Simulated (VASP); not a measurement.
# Al12H in VASP: notebook

Al12H is run at these levels: PBE; tasks: single point.

Everything below comes from runs of VASP 6.6.1. Logs are shortened: lines on timing, memory, paths and dates and some standing lists are left out, and cuts for length are marked.

### Step 1. The cell of the first run

The cell holds a slab with vacuum, 13 atoms: a = 5.714 Å, b = 5.714 Å, c = 20.102 Å, α = 90.00°, β = 90.00°, γ = 120.00°.

### Step 2. Single point, PBE

The input, INCAR:

```
PREC     = Accurate       # precision mode
ENCUT    = 520            # plane-wave cutoff, eV
EDIFF    = 1E-6           # SCF threshold, eV
ISMEAR   = 0              # smearing method
SIGMA    = 0.1            # smearing width, eV
LREAL    = False          # projectors in reciprocal space
LASPH    = True           # aspherical terms in the spheres
NELM     = 100            # most SCF steps
ALGO     = Normal         # electronic algorithm
ISIF     = 2              # what is computed and relaxed
LWAVE    = False          # write WAVECAR
LCHARG   = True           # write CHGCAR
LDIPOL   = True         
IDIPOL   = 3            
DIPOL    = 0.5 0.5 0.328
GGA      = PE             # functional
LELF     = True           # ELF
LVHAR    = True         
LVACPOTAV= True         
NBANDS   = 30             # bands
```

The input, KPOINTS:

```
regular mesh
0
Gamma
  6 6 1
```

The input, POSCAR:

```
Al12H
1.0
    5.7143028096      0.0000000000      0.0000000000
   -2.8571514048      4.9487313980      0.0000000000
    0.0000000000      0.0000000000     20.1016424997
Al H
12 1
Direct
    0.3333333333      0.1666666667      0.1989887145
    0.3333333333      0.6666666667      0.1989887145
    0.8333333333      0.1666666667      0.1989887145
    0.8333333333      0.6666666667      0.1989887145
    0.1666666667      0.3333333333      0.3134533090
    0.1666666667      0.8333333333      0.3134533090
    0.6666666667      0.3333333333      0.3134533090
    0.6666666667      0.8333333333      0.3134533090
    0.0000000000      0.0000000000      0.4279074459
    0.0000000000      0.5000000000      0.4279074459
    0.5000000000      0.0000000000      0.4279074459
    0.5000000000      0.5000000000      0.4279074459
    0.0000000000      0.0000000000      0.5088464076
```

Potentials or basis: VASP PAW PBE potentials, release 64 (Al, H).

Started as:

```sh
$ cat potpaw_PBE.64/Al/POTCAR potpaw_PBE.64/H/POTCAR > POTCAR
$ mpirun -np 1 vasp_std > vasp.out
```

OUTCAR:

```text
PREC = Accurate
   ENCUT = 520
   EDIFF = 1E-6
   ISMEAR = 0
   LREAL = False
   LASPH = True
   NELM = 100
   ISIF = 2
   GGA = PE

 ion  position               nearest neighbor table
   1  0.333  0.167  0.199-   5 2.83   6 2.83   7 2.83   4 2.86   2 2.86   2 2.86   4 2.86   3 2.86
                             3 2.86
   2  0.333  0.667  0.199-   6 2.83   5 2.83   8 2.83   3 2.86   1 2.86   1 2.86   3 2.86   4 2.86
                             4 2.86
   3  0.833  0.167  0.199-   7 2.83   8 2.83   5 2.83   4 2.86   2 2.86   4 2.86   2 2.86   1 2.86
                             1 2.86
   4  0.833  0.667  0.199-   8 2.83   7 2.83   6 2.83   3 2.86   1 2.86   3 2.86   1 2.86   2 2.86
                             2 2.86
   5  0.167  0.333  0.313-   9 2.83  12 2.83  10 2.83   1 2.83   2 2.83   3 2.83   8 2.86   6 2.86
                             6 2.86   8 2.86   7 2.86   7 2.86
   6  0.167  0.833  0.313-  10 2.83  11 2.83   9 2.83   2 2.83   1 2.83   4 2.83   7 2.86   5 2.86
                             5 2.86   7 2.86   8 2.86   8 2.86
   7  0.667  0.333  0.313-  11 2.83  10 2.83  12 2.83   3 2.83   4 2.83   1 2.83   8 2.86   6 2.86
                             8 2.86   6 2.86   5 2.86   5 2.86
   8  0.667  0.833  0.313-  12 2.83   9 2.83  11 2.83   4 2.83   3 2.83   2 2.83   7 2.86   5 2.86
                             7 2.86   5 2.86   6 2.86   6 2.86
   9  0.000  0.000  0.428-  13 1.63   5 2.83   8 2.83   6 2.83  12 2.86  10 2.86  10 2.86  12 2.86
                            11 2.86  11 2.86
  10  0.000  0.500  0.428-   6 2.83   7 2.83   5 2.83   9 2.86  11 2.86   9 2.86  11 2.86  12 2.86
                            12 2.86
  11  0.500  0.000  0.428-   7 2.83   6 2.83   8 2.83  10 2.86  12 2.86  12 2.86  10 2.86   9 2.86
                             9 2.86
  12  0.500  0.500  0.428-   8 2.83   5 2.83   7 2.83   9 2.86  11 2.86  11 2.86   9 2.86  10 2.86
                            10 2.86
  13  0.000  0.000  0.509-   9 1.63

  LATTYP: Found a hexagonal cell.
 ALAT       =     5.7143028096
 C/A-ratio  =     3.5177769134

  Lattice vectors:

 A1 = (   5.7143028096,   0.0000000000,   0.0000000000)
 A2 = (  -2.8571514048,   4.9487313980,   0.0000000000)
 A3 = (   0.0000000000,   0.0000000000,  20.1016424997)

Analysis of symmetry for initial positions (statically):
=====================================================================
 Subroutine PRICEL returns:
 Original cell was already a primitive cell.

 Routine SETGRP: Setting up the symmetry group for a
 hexagonal supercell.

 Subroutine GETGRP returns: Found  6 space group operations
 (whereof  6 operations were pure point group operations)
 out of a pool of 24 trial point group operations.

The static configuration has the point symmetry C_3v.

Analysis of symmetry for dynamics (positions and initial velocities):
=====================================================================
 Subroutine PRICEL returns:
 Original cell was already a primitive cell.

 Routine SETGRP: Setting up the symmetry group for a
 hexagonal supercell.

 Subroutine GETGRP returns: Found  6 space group operations
 (whereof  6 operations were pure point group operations)
 out of a pool of 24 trial point group operations.

The dynamic configuration has the point symmetry C_3v.

 Subroutine INISYM returns: Found  6 space group operations
 (whereof  6 operations are pure point group operations),
 and found     1 'primitive' translations

----------------------------------------------------------------------------------------

                                     Primitive cell

  volume of cell :     568.4453

  direct lattice vectors                    reciprocal lattice vectors
     5.714302810  0.000000000  0.000000000     0.174999476  0.101035995  0.000000000
    -2.857151405  4.948731398  0.000000000     0.000000000  0.202071990  0.000000000
     0.000000000  0.000000000 20.101642500     0.000000000  0.000000000  0.049747179

  length of vectors
     5.714302810  5.714302810 20.101642500     0.202071990  0.202071990  0.049747179

  position of ions in fractional coordinates (direct lattice)
     0.333333333  0.166666667  0.198988714
     0.333333333  0.666666667  0.198988714
     0.833333333  0.166666667  0.198988714
     0.833333333  0.666666667  0.198988714
     0.166666667  0.333333333  0.313453309
     0.166666667  0.833333333  0.313453309
     0.666666667  0.333333333  0.313453309
     0.666666667  0.833333333  0.313453309
     0.000000000  0.000000000  0.427907446
[... 39 lines left out ...]
  Shift w.r.t. Gamma in fractional coordinates (k-lattice)
     0.000000000  0.000000000  0.000000000

 Subroutine IBZKPT returns following result:
 ===========================================

 Found      7 irreducible k-points:

 Following reciprocal coordinates:
            Coordinates               Weight
  0.000000  0.000000  0.000000      1.000000
  0.166667  0.000000  0.000000      6.000000
  0.333333  0.000000  0.000000      6.000000
  0.500000  0.000000  0.000000      3.000000
  0.166667  0.166667  0.000000      6.000000
  0.333333  0.166667  0.000000     12.000000
  0.333333  0.333333  0.000000      2.000000
   k-points           NKPTS =      7   k-points in BZ     NKDIM =      7   number of bands    NBANDS=     30
   number of dos      NEDOS =    301   number of ions     NIONS =     13
   total plane-waves  NPLWV = 264600
   dimension x,y,z NGX =    42 NGY =   42 NGZ =  150
   dimension x,y,z NGXF=    84 NGYF=   84 NGZF=  300
   ions per type =              12   1
   NGX,Y,Z   is equivalent  to a cutoff of  12.22, 12.22, 12.41 a.u.
   NGXF,Y,Z  is equivalent  to a cutoff of  24.44, 24.44, 24.81 a.u.
 SYSTEM =  unknown system
   PREC   = accura    normal or accurate (medium, high low for compatibility)
   ISTART =      0    job   : 0-new  1-cont  2-samecut
   ICHARG =      2    charge: 1-file 2-atom 10-const
   ISPIN  =      1    spin polarized calculation?
   LNONCOLLINEAR =      F non collinear calculations
   LSORBIT =      F    spin-orbit coupling
   LASPH  =      T    aspherical Exc in radial PAW
   ENCUT  =  520.0 eV  38.22 Ry    6.18 a.u.  10.62 10.62 37.38*2*pi/ulx,y,z
   NELM   =    100;   NELMIN=  2; NELMDL= -5     # of ELM steps
   EDIFF  = 0.1E-05   stopping-criterion for ELM
   LREAL  =      F    real-space projection
   EDIFFG = 0.1E-04   stopping-criterion for IOM
   NSW    =      0    number of steps for IOM
   IBRION =     -1    ionic relax: 0-MD 1-quasi-New 2-CG
   NFREE  =      0    steps in history (QN), initial steepest desc. (CG)
   ISIF   =      2    stress and relaxation
   ISYM   =      2    0-nonsym 1-usesym 2-fastsym
   POTIM  = 0.5000    time-step for ionic-motion
   TEBEG  =    0.0;   TEEND  =   0.0 temperature during run
   PSTRESS=    0.0 pullay stress
   NELECT =      37.0000    total number of electrons
   NUPDOWN=      -1.0000    fix difference up-down
   EMIN   =  10.00;   EMAX   =-10.00  energy-range for DOS
   EFERMI =   0.00;   METHOD = LEGACY
   ISMEAR =     0;   SIGMA  =   0.10  broadening in eV -4-tet -1-fermi 0-gaus
   EFERMI_NEDOS =   21; number of points for ismear=-14 and -15
   IALGO  =     38    algorithm
   IMIX   =      4    mixing-type and parameters
     AMIX     =   0.40;   BMIX     =  1.00
     AMIX_MAG =   1.60;   BMIX_MAG =  1.00
  volume/ion in A,a.u.               =      43.73       295.08
  Fermi-wavevector in a.u.,A,eV,Ry     =   0.658535  1.244452  5.900425  0.433669
  Thomas-Fermi vector in A             =   1.730388
   LORBIT       =      0    0 simple, 1 ext, 2 COOP (PROOUT), +10 PAW based schemes
   GGA     = PE    functional components
   LHFCALC =     F    Hartree Fock is set to
   AEXX    =    0.0000 exact exchange contribution
   IVDW    =     0    specifies the selected vdW correction
   LEPSILON=     F    determine dielectric tensor
   LRPA    =     F    only Hartree local field effects (RPA)
 non-spin polarized calculation
 Gauss-broadening in eV      SIGMA  =   0.10
  energy-cutoff  :      520.00
  volume of cell :      568.45
 maximum number of plane-waves:     15351
   NGX = 21   NGY = 21   NGZ = 75

 dipolmoment           0.000000      0.000000     -0.165194 electrons x Angstroem

 number of electron      37.0000000 magnetization

 dipolmoment           0.000000      0.000000      0.081481 electrons x Angstroem

 Free energy of the ion-electron system (eV)
  ---------------------------------------------------
  ext. energy  EPLUGINS =         0.00000000
  ---------------------------------------------------
  free energy    TOTEN  =       -45.07727237 eV

  energy without entropy =      -45.05829154  energy(sigma->0) =      -45.06778196

 E-fermi :   0.1074     XC(G=0):  -4.4856

 val. band max:        0.0737877077   @ k =   0.5000   0.0000   0.0000
 cond. band min:       0.1829597117   @ k =   0.1667   0.1667   0.0000
 fundamental gap:      0.1091720040
 Fermi energy:         0.1073623467

 k-point     1 :       0.0000    0.0000    0.0000
  band No.  band energies     occupation
      1     -10.5093      2.00000
      2      -8.8172      2.00000
      3      -6.2301      2.00000
      4      -4.7283      2.00000
      5      -4.6257      2.00000
      6      -4.6257      2.00000
[... 220 lines left out ...]
     29       3.4242      0.00000
     30       3.4433      0.00000

------------------------ aborting loop because EDIFF is reached ----------------------------------------

  FORCE on cell =-STRESS in cart. coord.  units (eV):
  Direction    XX          YY          ZZ          XY          YZ          ZX
  --------------------------------------------------------------------------------------
  -------------------------------------------------------------------------------------
  Total       -2.1301414     -2.1301414      0.8814175      0.0000000      0.0000000      0.0000000
  in kB       -6.0038569     -6.0038569      2.4842974      0.0000000      0.0000000      0.0000000
  external PRESSURE =      -3.1744722 kB  Pullay stress =       0.0000000 kB

 VOLUME and BASIS-vectors are now :
 -----------------------------------------------------------------------------
  energy-cutoff  :      520.00
  volume of cell :      568.45
      direct lattice vectors                 reciprocal lattice vectors
     5.714302810  0.000000000  0.000000000     0.174999476  0.101035995  0.000000000
    -2.857151405  4.948731398  0.000000000     0.000000000  0.202071990  0.000000000
     0.000000000  0.000000000 20.101642500     0.000000000  0.000000000  0.049747179

 POSITION                                       TOTAL-FORCE (eV/Angst)
 -----------------------------------------------------------------------------------
      1.42858      0.82479      4.00000         0.056856      0.032826     -0.083623
     -0.00000      3.29915      4.00000         0.000000      0.000000     -0.042250
      4.28573      0.82479      4.00000        -0.056856      0.032826     -0.083623
      2.85715      3.29915      4.00000         0.000000     -0.065651     -0.083623
      0.00000      1.64958      6.30093         0.000000      0.200845      0.096221
     -1.42858      4.12394      6.30093         0.173937     -0.100422      0.096221
      2.85715      1.64958      6.30093         0.000000      0.000000     -0.087223
      1.42858      4.12394      6.30093        -0.173937     -0.100422      0.096221
      0.00000      0.00000      8.60164         0.000000      0.000000      0.569622
     -1.42858      2.47437      8.60164        -0.067806     -0.039148     -0.162512
      2.85715      0.00000      8.60164         0.000000      0.078295     -0.162512
      1.42858      2.47437      8.60164         0.067806     -0.039148     -0.162512
      0.00000      0.00000     10.22865         0.000000      0.000000      0.009592
 -----------------------------------------------------------------------------------
    total drift:                               -0.000000     -0.000000     -0.000110

  FREE ENERGIE OF THE ION-ELECTRON SYSTEM (eV)
  ---------------------------------------------------
  free  energy   TOTEN  =       -45.0772723691 eV

  energy  without entropy=      -45.0582915440  energy(sigma->0) =      -45.06778196

 vacuum level on the upper side and lower side of the slab         4.592         4.070
```

Wall time 4.1 min (1 thread of Intel Xeon Platinum 8488C (Sapphire Rapids), shared host); peak memory 0.6 GiB.

Results:

- Free energy: -45.0773 eV
- Largest force: 0.570 eV/Å

Forces on the atoms (eV/Å):
```
Al   0.057  0.033 -0.084
Al   0.000  0.000 -0.042
Al  -0.057  0.033 -0.084
Al   0.000 -0.066 -0.084
Al   0.000  0.201  0.096
Al   0.174 -0.100  0.096
Al   0.000  0.000 -0.087
Al  -0.174 -0.100  0.096
Al   0.000  0.000  0.570
Al  -0.068 -0.039 -0.163
Al   0.000  0.078 -0.163
Al   0.068 -0.039 -0.163
H    0.000  0.000  0.010
```

Levels at points of the mesh, in eV from the Fermi level:
```
           k point  band 15  band 16  band 17  band 18  band 19  band 20  band 21  band 22  band 23  band 24
(0.00, 0.00, 0.00)    -2.75    -2.75    -1.73    -0.39    -0.39    -0.24    -0.16    -0.16     0.24     1.45
(0.50, 0.00, 0.00)    -0.56    -0.53    -0.51    -0.25    -0.03     0.92     0.99     1.32     1.44     1.63
```

### Step 3. Single point, PBE

The input, INCAR:

```
SYSTEM = Al12H
ALGO     = Normal         ! electronic algorithm
DIPOL    = 0.5 0.5 0.320
EDIFF    = 1E-7           ! SCF threshold, eV
ENCUT    = 520            ! plane-wave cutoff, eV
GGA      = PE             ! functional
IDIPOL   = 3            
ISIF     = 2              ! what is computed and relaxed
ISMEAR   = 0              ! smearing method
LASPH    = .TRUE.         ! aspherical terms in the spheres
LCHARG   = .TRUE.         ! write CHGCAR
LDIPOL   = .TRUE.       
LELF     = .TRUE.         ! ELF
LREAL    = .FALSE.        ! projectors in reciprocal space
LVACPOTAV= .TRUE.       
LVHAR    = .TRUE.       
LWAVE    = .FALSE.        ! write WAVECAR
NBANDS   = 30             ! bands
NELM     = 80             ! most SCF steps
PREC     = Accurate       ! precision mode
SIGMA    = 0.1            ! smearing width, eV
```

The input, KPOINTS:

```
k-points
0
G
  6 6 1
  0 0 0
```

POSCAR, as its differences from that of step 2:

```diff
@@ -20,2 +20,2 @@
     0.5000000000      0.5000000000      0.4279074459
-    0.0000000000      0.0000000000      0.5088464076
+    0.1666666667      0.3333333333      0.3979842858
```

Potentials or basis: VASP PAW PBE potentials, release 64 (Al, H).

Started as:

```sh
$ cat potpaw_PBE.64/Al/POTCAR potpaw_PBE.64/H/POTCAR > POTCAR
$ mpirun -np 1 vasp_std > vasp.out
```

Wall time 3.9 min (1 thread of Intel Xeon Platinum 8488C (Sapphire Rapids), shared host); peak memory 0.59 GiB.

Results (log left out):

| Item | Value |
| --- | --- |
| Free energy | -44.3982 eV |
| Largest force | 1.296 eV/Å |

Forces on the atoms (eV/Å):
```
Al   0.004 -0.002 -0.061
Al   0.000  0.004 -0.061
Al  -0.004 -0.002 -0.061
Al   0.000  0.000 -0.065
Al   0.000  0.000 -1.296
Al  -0.014 -0.008  0.020
Al   0.000  0.016  0.020
Al   0.014 -0.008  0.020
Al   0.000 -0.940  0.481
Al  -0.814  0.470  0.481
Al   0.000  0.000  0.041
Al   0.814  0.470  0.481
H    0.000  0.000 -0.001
```

Levels at points of the mesh, in eV from the Fermi level:
| k point | band 15 | band 16 | band 17 | band 18 | band 19 | band 20 | band 21 | band 22 |
| --- | --- | --- | --- | --- | --- | --- | --- | --- |
| (0.00, 0.00, 0.00) | -2.95 | -2.79 | -0.57 | -0.49 | -0.49 | -0.41 | -0.19 | -0.19 |
| (0.50, 0.00, 0.00) | -1.08 | -0.68 | -0.59 | -0.40 | 0.31 | 0.78 | 1.17 | 1.22 |

### Step 4. Single point, PBE

The input, INCAR:

```
SYSTEM = Al12H
ALGO = Normal ; DIPOL = 0.5 0.5 0.318
EDIFF = 1E-7 ; ENCUT = 520
GGA = PE ; IDIPOL = 3
ISIF = 2 ; ISMEAR = 0
LASPH = .TRUE. ; LCHARG = .FALSE.
LDIPOL = .TRUE. ; LREAL = .FALSE.
LWAVE = .FALSE. ; NBANDS = 30
NELM = 60 ; PREC = Accurate
SIGMA = 0.1
```

KPOINTS is that of step 3.

POSCAR, as its differences from that of step 3:

```diff
@@ -20,2 +20,2 @@
     0.5000000000      0.5000000000      0.4279074459
-    0.1666666667      0.3333333333      0.3979842858
+    0.3333333333      0.1666666667      0.3689607212
```

Started as:

```sh
$ cat potpaw_PBE.64/Al/POTCAR potpaw_PBE.64/H/POTCAR > POTCAR
$ mpirun -np 1 vasp_std > vasp.out
```

Run time: 4.5 min. Hardware: 1 thread of Intel Xeon Platinum 8488C (Sapphire Rapids), shared host; peak memory 0.59 GiB.

It converged, with:

```
Free energy   : -44.6319 eV
Largest force : 0.335 eV/Å
```

Forces in eV/Å, atoms in the order of the input:
```
Al   0.000  0.000  0.037
Al  -0.007 -0.004 -0.072
Al   0.000  0.008 -0.072
Al   0.007 -0.004 -0.072
Al  -0.256  0.148 -0.158
Al   0.000 -0.295 -0.158
Al   0.256  0.148 -0.158
Al   0.000  0.000  0.068
Al  -0.215 -0.124  0.219
Al   0.000  0.000 -0.071
Al   0.215 -0.124  0.219
Al   0.000  0.249  0.219
H    0.000  0.000 -0.003
```

Levels at points of the mesh, in eV from the Fermi level:
```csv
k point,band 15,band 16,band 17,band 18,band 19,band 20,band 21,band 22,band 23,band 24
"(0.00, 0.00, 0.00)",-2.75,-2.75,-0.63,-0.38,-0.38,-0.23,-0.17,-0.17,0.45,1.66
"(0.50, 0.00, 0.00)",-1.03,-0.63,-0.44,-0.27,0.57,0.87,0.91,1.31,1.48,1.60
```
